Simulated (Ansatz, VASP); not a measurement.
SiC in VASP and in Ansatz

```xyz
12
Lattice="4.3480 0.0000 0.0000 0.0000 2.1740 -2.1740 0.0000 7.2291 7.2291" Properties=species:S:1:pos:R:3 pbc="T T T"
Si    0.0000    5.9784    5.9784
Si    2.1740    1.6304   -0.5436
Si    0.0000    1.6304    1.6304
Si    2.1740    3.8044    1.6304
Si    0.0000    3.8044    3.8044
Si    2.1740    5.9784    3.8044
C     3.2610    2.7174    2.7174
C     1.0870    4.8914    2.7174
C     3.2610    4.8914    4.8914
C     1.0870    7.0654    4.8914
C     3.2610    0.5434    0.5434
C     1.0870    2.7174    0.5434
```

Alike in both runs: task single point; functional r2SCAN; k mesh 6 × 9 × 3; occupations gaussian, width 0.05 eV; no spin polarisation.

|  | VASP | Ansatz |
| --- | --- | --- |
| version | VASP 6.6.1 | Ansatz 0.2.0 |
| potentials or method | VASP PAW PBE potentials, release 64 (Si, C), cutoff 520 eV | scalar-relativistic, plane waves, PAW |
| valence electrons in the cell | 48 | 48 |

Ansatz gave:

```
gap on the k mesh at the Fermi level (eV)                     : 1.16
least direct gap on the mesh (eV)                             : 1.24
pressure (GPa)                                                : -5.9
traceless stress, the component that is largest in VASP (GPa) : -7.85
rms of the force components (eV/Å)                            : 0.724
```

Question: What did VASP give for the same quantities?

Answer: gap on the k mesh at the Fermi level (eV): 1.16; least direct gap on the mesh (eV): 1.23; pressure (GPa): -6.0; traceless stress, the component that is largest in VASP (GPa): -7.92; rms of the force components (eV/Å): 0.725.

VASP's potentials were made for PBE, not for r2SCAN. Atom by atom the forces differ by 0.004 eV/Å (rms over components).
